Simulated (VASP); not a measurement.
# Ti (Fm-3m) in VASP: further runs, part 2 of 2

VASP 6.6.1. Earlier steps stand in the parts before.

### Step 5. Single point, PBE, collinear spin (20.51 Å³/atom)

This run uses another cell than the first one, of 20.51 Å³/atom.

File INCAR:

```
PREC = Accurate ; ENCUT = 520
EDIFF = 1E-7 ; ISMEAR = 0
SIGMA = 0.15 ; LREAL = F
LASPH = T ; NELM = 150
ALGO = Normal ; ISIF = 2
LWAVE = F ; LCHARG = F
ISPIN = 2 ; MAGMOM = 0.75
LORBIT = 11 ; NUPDOWN = 0.75
LMAXMIX = 4 ; GGA = PE
NBANDS = 16
```

File KPOINTS:

```
regular mesh
0
Gamma
  20 20 20
```

File POSCAR:

```
Ti
1.0
    0.0000000000      2.1725938953      2.1725938953
    2.1725938953      0.0000000000      2.1725938953
    2.1725938953      2.1725938953      0.0000000000
Ti
1
Direct
    0.0000000000      0.0000000000      0.0000000000
```

Potentials or basis: VASP PAW PBE potentials, release 64 (Ti_sv).

Started as:

```
$ cat potpaw_PBE.64/Ti_sv/POTCAR > POTCAR
$ mpirun -np 1 vasp_std > vasp.out
```

OUTCAR:

```text
PREC = Accurate
   ENCUT = 520
   EDIFF = 1E-7
   ISMEAR = 0
   LREAL = F
   LASPH = T
   NELM = 150
   ISIF = 2
   ISPIN = 2
   LORBIT = 11
   NUPDOWN = 0.75
   GGA = PE

 ion  position               nearest neighbor table
   1  0.000  0.000  0.000-

  LATTYP: Found a face centered cubic cell.
 ALAT       =     4.3451877906

  Lattice vectors:

 A1 = (   0.0000000000,   2.1725938953,   2.1725938953)
 A2 = (   2.1725938953,   0.0000000000,   2.1725938953)
 A3 = (   2.1725938953,   2.1725938953,   0.0000000000)

Analysis of symmetry for initial positions (statically):
=====================================================================
 Subroutine PRICEL returns:
 Original cell was already a primitive cell.

 Routine SETGRP: Setting up the symmetry group for a
 face centered cubic supercell.

 Subroutine GETGRP returns: Found 48 space group operations
 (whereof 48 operations were pure point group operations)
 out of a pool of 48 trial point group operations.

The static configuration has the point symmetry O_h .

Analysis of symmetry for dynamics (positions and initial velocities):
=====================================================================
 Subroutine PRICEL returns:
 Original cell was already a primitive cell.

 Routine SETGRP: Setting up the symmetry group for a
 face centered cubic supercell.

 Subroutine GETGRP returns: Found 48 space group operations
 (whereof 48 operations were pure point group operations)
 out of a pool of 48 trial point group operations.

The dynamic configuration has the point symmetry O_h .

Analysis of structural, dynamic, and magnetic symmetry:
=====================================================================
 Subroutine PRICEL returns:
 Original cell was already a primitive cell.

 Routine SETGRP: Setting up the symmetry group for a
 face centered cubic supercell.

 Subroutine GETGRP returns: Found 48 space group operations
 (whereof 48 operations were pure point group operations)
 out of a pool of 48 trial point group operations.

The overall configuration has the point symmetry O_h .

 Subroutine INISYM returns: Found 48 space group operations
 (whereof 48 operations are pure point group operations),
 and found     1 'primitive' translations

----------------------------------------------------------------------------------------

                                     Primitive cell

  volume of cell :      20.5100

  direct lattice vectors                    reciprocal lattice vectors
     0.000000000  2.172593895  2.172593895    -0.230139651  0.230139651  0.230139651
     2.172593895  0.000000000  2.172593895     0.230139651 -0.230139651  0.230139651
     2.172593895  2.172593895  0.000000000     0.230139651  0.230139651 -0.230139651

  length of vectors
     3.072511752  3.072511752  3.072511752     0.398613568  0.398613568  0.398613568

  position of ions in fractional coordinates (direct lattice)
     0.000000000  0.000000000  0.000000000

  ion indices of the primitive-cell ions
   primitive index   ion index
                 1           1

----------------------------------------------------------------------------------------

 KPOINTS: regular mesh

Automatic generation of k-mesh.
 Grid dimensions read from file:
 generate k-points for:   20   20   20

 Generating k-lattice:
[... 50 lines left out ...]
   NGX,Y,Z   is equivalent  to a cutoff of  12.99, 12.99, 12.99 a.u.
   NGXF,Y,Z  is equivalent  to a cutoff of  25.97, 25.97, 25.97 a.u.
 SYSTEM =  unknown system
   PREC   = accura    normal or accurate (medium, high low for compatibility)
   ISTART =      0    job   : 0-new  1-cont  2-samecut
   ICHARG =      2    charge: 1-file 2-atom 10-const
   ISPIN  =      2    spin polarized calculation?
   LNONCOLLINEAR =      F non collinear calculations
   LSORBIT =      F    spin-orbit coupling
   LASPH  =      T    aspherical Exc in radial PAW
   ENCUT  =  520.0 eV  38.22 Ry    6.18 a.u.   5.71  5.71  5.71*2*pi/ulx,y,z
   NELM   =    150;   NELMIN=  2; NELMDL= -5     # of ELM steps
   EDIFF  = 0.1E-06   stopping-criterion for ELM
   LREAL  =      F    real-space projection
   EDIFFG = 0.1E-05   stopping-criterion for IOM
   NSW    =      0    number of steps for IOM
   IBRION =     -1    ionic relax: 0-MD 1-quasi-New 2-CG
   NFREE  =      0    steps in history (QN), initial steepest desc. (CG)
   ISIF   =      2    stress and relaxation
   ISYM   =      2    0-nonsym 1-usesym 2-fastsym
   POTIM  = 0.5000    time-step for ionic-motion
   TEBEG  =    0.0;   TEEND  =   0.0 temperature during run
   PSTRESS=    0.0 pullay stress
   NELECT =      12.0000    total number of electrons
   NUPDOWN=       0.7500    fix difference up-down
   EMIN   =  10.00;   EMAX   =-10.00  energy-range for DOS
   EFERMI =   0.00;   METHOD = LEGACY
   ISMEAR =     0;   SIGMA  =   0.15  broadening in eV -4-tet -1-fermi 0-gaus
   EFERMI_NEDOS =   21; number of points for ismear=-14 and -15
   IALGO  =     38    algorithm
   IMIX   =      4    mixing-type and parameters
     AMIX     =   0.40;   BMIX     =  1.00
     AMIX_MAG =   1.60;   BMIX_MAG =  1.00
  volume/ion in A,a.u.               =      20.51       138.41
  Fermi-wavevector in a.u.,A,eV,Ry     =   1.369241  2.587491 25.508503  1.874822
  Thomas-Fermi vector in A             =   2.495134
   LORBIT       =     11    0 simple, 1 ext, 2 COOP (PROOUT), +10 PAW based schemes
   GGA     = PE    functional components
   LHFCALC =     F    Hartree Fock is set to
   AEXX    =    0.0000 exact exchange contribution
   IVDW    =     0    specifies the selected vdW correction
   LEPSILON=     F    determine dielectric tensor
   LRPA    =     F    only Hartree local field effects (RPA)
 spin polarized calculation
 Gauss-broadening in eV      SIGMA  =   0.15
  energy-cutoff  :      520.00
  volume of cell :       20.51
 maximum number of plane-waves:       568
   NGX = 11   NGY = 11   NGZ = 11

 number of electron      11.9999998 magnetization       0.7500000

 Free energy of the ion-electron system (eV)
  ---------------------------------------------------
  ext. energy  EPLUGINS =         0.00000000
  ---------------------------------------------------
  free energy    TOTEN  =        -7.60362828 eV

  energy without entropy =       -7.58283104  energy(sigma->0) =       -7.59322966

 E-fermi :   6.4921     XC(G=0): -10.7245

 val. band max:        6.7067001888   @ k =   0.1500   0.1000   0.0000
 cond. band min:       6.4941314568   @ k =  -0.2500   0.4500   0.2000
 fundamental gap:     -0.2125687320
 Fermi energy:         6.7083758564

 spin component 1

 k-point     1 :       0.0000    0.0000    0.0000
  band No.  band energies     occupation
      1     -50.6119      1.00000
      2     -26.6187      1.00000
      3     -26.6187      1.00000
      4     -26.6187      1.00000
      5       0.6643      1.00000
      6       7.0860      0.00018
[... 435 lines left out ...]
      5       3.5491      1.00000
      6       6.2846      0.99997
[... 8 lines left out ...]
     15      26.0786      0.00000
     16      26.6566      0.00000

 [... further k-points ...]

 spin component 2

 k-point     1 :       0.0000    0.0000    0.0000
  band No.  band energies     occupation
      1     -50.1613      1.00000
      2     -26.1689      1.00000
      3     -26.1689      1.00000
      4     -26.1689      1.00000
      5       1.1688      1.00000
      6       7.6465      0.00000
[... 435 lines left out ...]
      5       4.0861      1.00000
      6       6.8060      0.00154
[... 8 lines left out ...]
     15      26.5016      0.00000
     16      27.1342      0.00000

 [... further k-points ...]

------------------------ aborting loop because EDIFF is reached ----------------------------------------

  FORCE on cell =-STRESS in cart. coord.  units (eV):
  Direction    XX          YY          ZZ          XY          YZ          ZX
  --------------------------------------------------------------------------------------
  -------------------------------------------------------------------------------------
  Total       -1.5775373     -1.5775373     -1.5775373      0.0000000      0.0000000      0.0000000
  in kB     -123.2323011   -123.2323011   -123.2323011      0.0000000      0.0000000      0.0000000
  external PRESSURE =    -123.2323011 kB  Pullay stress =       0.0000000 kB

 VOLUME and BASIS-vectors are now :
 -----------------------------------------------------------------------------
  energy-cutoff  :      520.00
  volume of cell :       20.51
      direct lattice vectors                 reciprocal lattice vectors
     0.000000000  2.172593895  2.172593895    -0.230139651  0.230139651  0.230139651
     2.172593895  0.000000000  2.172593895     0.230139651 -0.230139651  0.230139651
     2.172593895  2.172593895  0.000000000     0.230139651  0.230139651 -0.230139651

 POSITION                                       TOTAL-FORCE (eV/Angst)
 -----------------------------------------------------------------------------------
      0.00000      0.00000      0.00000         0.000000      0.000000     -0.000000
 -----------------------------------------------------------------------------------
    total drift:                               -0.000000      0.000000      0.000000

  FREE ENERGIE OF THE ION-ELECTRON SYSTEM (eV)
  ---------------------------------------------------
  free  energy   TOTEN  =        -7.6036282791 eV

  energy  without entropy=       -7.5828310443  energy(sigma->0) =       -7.59322966

 total charge

# of ion       s       p       d       tot
------------------------------------------
    1        2.218   6.087   1.792  10.098

 magnetization (x)

# of ion       s       p       d       tot
------------------------------------------
    1        0.004   0.040   0.450   0.494
```

OSZICAR:

```text
N       E                     dE             d eps       ncg     rms          rms(c)
DAV:   1     0.924365547960E+02    0.92437E+02   -0.56905E+03 16464   0.825E+02
DAV:   2    -0.420560850416E+01   -0.96642E+02   -0.92586E+02 18032   0.247E+02
DAV:   3    -0.866877827651E+01   -0.44632E+01   -0.44308E+01 20016   0.527E+01
DAV:   4    -0.875718491770E+01   -0.88407E-01   -0.88369E-01 19864   0.702E+00
DAV:   5    -0.875913669238E+01   -0.19518E-02   -0.19518E-02 19616   0.935E-01    0.757E+00
DAV:   6    -0.759745044833E+01    0.11617E+01   -0.14549E+00 16896   0.171E+01    0.212E+00
DAV:   7    -0.759702311874E+01    0.42733E-03   -0.10614E-01 21120   0.286E+00    0.132E+00
DAV:   8    -0.759933118537E+01   -0.23081E-02   -0.23508E-02 17176   0.151E+00    0.745E-01
DAV:   9    -0.760336836706E+01   -0.40372E-02   -0.75747E-03 17544   0.844E-01    0.147E-01
DAV:  10    -0.760358111417E+01   -0.21275E-03   -0.55795E-04 20224   0.182E-01    0.497E-02
DAV:  11    -0.760362507434E+01   -0.43960E-04   -0.68811E-05 17608   0.710E-02    0.221E-02
DAV:  12    -0.760362933601E+01   -0.42617E-05   -0.21275E-05 18648   0.387E-02    0.656E-03
DAV:  13    -0.760362844485E+01    0.89116E-06   -0.20220E-06 19288   0.122E-02    0.354E-03
DAV:  14    -0.760362811852E+01    0.32633E-06   -0.21498E-07 22088   0.427E-03    0.105E-03
DAV:  15    -0.760362827293E+01   -0.15440E-06   -0.87587E-08 16280   0.217E-03    0.239E-04
DAV:  16    -0.760362827911E+01   -0.61807E-08   -0.63366E-09  8832   0.510E-04
   1 F= -.76036283E+01 E0= -.75932297E+01  d E =-.207972E-01  mag=     0.7500
```

Wall time 74 s (1 thread of Intel Xeon 6975P-C (Granite Rapids), shared host); peak memory 0.23 GiB.

Results:

* Free energy: -7.6036 eV
* Pressure: -12.3 GPa
* Net moment: 0.75 μB per cell
* Site moments: Ti +0.49 μB
* Valence electrons inside the program's atomic spheres: Ti 10.10

Caveat: the cell stands under tension; the total moment is fixed, so each spin has its own Fermi level and the state may be an excited one.

### Step 6. Single point, PBE, collinear spin (20.51 Å³/atom)

This run uses another cell than the first one, of 20.51 Å³/atom.

File INCAR:

```
ALGO = Normal ; EDIFF = 1E-7
ENCUT = 520 ; GGA = PE
ISIF = 2 ; ISMEAR = 0
ISPIN = 2 ; LASPH = T
LCHARG = T ; LELF = T
LMAXMIX = 4 ; LORBIT = 11
LREAL = F ; LVHAR = T
LWAVE = F ; MAGMOM = 0.25
NBANDS = 16 ; NELM = 150
NUPDOWN = 0.25 ; PREC = Accurate
SIGMA = 0.15
```

File KPOINTS:

```
k-points
0
Gamma
  20 20 20
```

POSCAR is that of step 5.

Potentials or basis: VASP PAW PBE potentials, release 64 (Ti_sv).

Started as:

```
$ cat potpaw_PBE.64/Ti_sv/POTCAR > POTCAR
$ mpirun -np 1 vasp_std > vasp.out
```

It took 76 s on 1 thread of Intel Xeon 6975P-C (Granite Rapids), shared host; peak memory 0.24 GiB.

The run converged. Its results:

```yaml
Free_energy: -7.6362 eV
Pressure: -13.2 GPa
Net_moment: 0.25 μB per cell
Site_moments: Ti +0.16 μB
Valence_electrons_inside_the_program's_atomic_spheres: Ti 10.09
```

Caveat: the cell stands under tension; the total moment is fixed, so each spin has its own Fermi level and the state may be an excited one.

### Step 7. Single point, PBE, collinear spin (20.51 Å³/atom)

This run uses another cell than the first one, of 20.51 Å³/atom.

File INCAR:

```
SYSTEM = Ti
PREC = Accurate ; ENCUT = 520
EDIFF = 1E-6 ; ISMEAR = 0
SIGMA = 0.15 ; LREAL = .False.
LASPH = .True. ; NELM = 150
ALGO = Normal ; ISIF = 2
LWAVE = .False. ; LCHARG = .False.
ISPIN = 2 ; MAGMOM = 0.5
LORBIT = 11 ; NUPDOWN = 0.5
LMAXMIX = 4 ; GGA = PE
NBANDS = 16
```

File KPOINTS:

```
regular mesh
0
Gamma
  20 20 20
  0 0 0
```

POSCAR is that of step 6.

Started as:

```
$ cat potpaw_PBE.64/Ti_sv/POTCAR > POTCAR
$ mpirun -np 1 vasp_std > vasp.out
```

Wall time 68 s (1 thread of Intel Xeon 6975P-C (Granite Rapids), shared host); peak memory 0.23 GiB.

Results (log left out):

| Item | Value |
| --- | --- |
| Free energy | -7.6247 eV |
| Pressure | -12.9 GPa |
| Net moment | 0.50 μB per cell |
| Site moments | Ti +0.33 μB |
| Valence electrons inside the program's atomic spheres | Ti 10.09 |

Caveat: the cell stands under tension; the total moment is fixed, so each spin has its own Fermi level and the state may be an excited one.

### Step 8. Overview

```tsv
fixed moment (μB)	cell	pressure (GPa)	moment (μB)
0.375	a = 2.848 Å, angles 60.0°, 1 atom	7.6	0.38
0.875	a = 3.020 Å, angles 60.0°, 1 atom	-8.5	0.88
0.375	a = 3.020 Å, angles 60.0°, 1 atom	-9.8	0.38
0.75	a = 3.073 Å, angles 60.0°, 1 atom	-12.3	0.75
0.25	a = 3.073 Å, angles 60.0°, 1 atom	-13.2	0.25
0.5	a = 3.073 Å, angles 60.0°, 1 atom	-12.9	0.50
```

Alike in all rows: task single point; level PBE; potentials or basis VASP PAW PBE potentials, release 64 (Ti_sv); spin collinear; k mesh 20 × 20 × 20; cutoff (eV) 520; smearing gaussian 0.15 eV.

Caveats: the total moment is fixed, so each spin has its own Fermi level and the state may be an excited one; the cell stands under tension (at least some runs); the cell stands under pressure (at least some runs).

Total energies depend on the potentials used, so only differences within one code and one set of settings carry meaning.
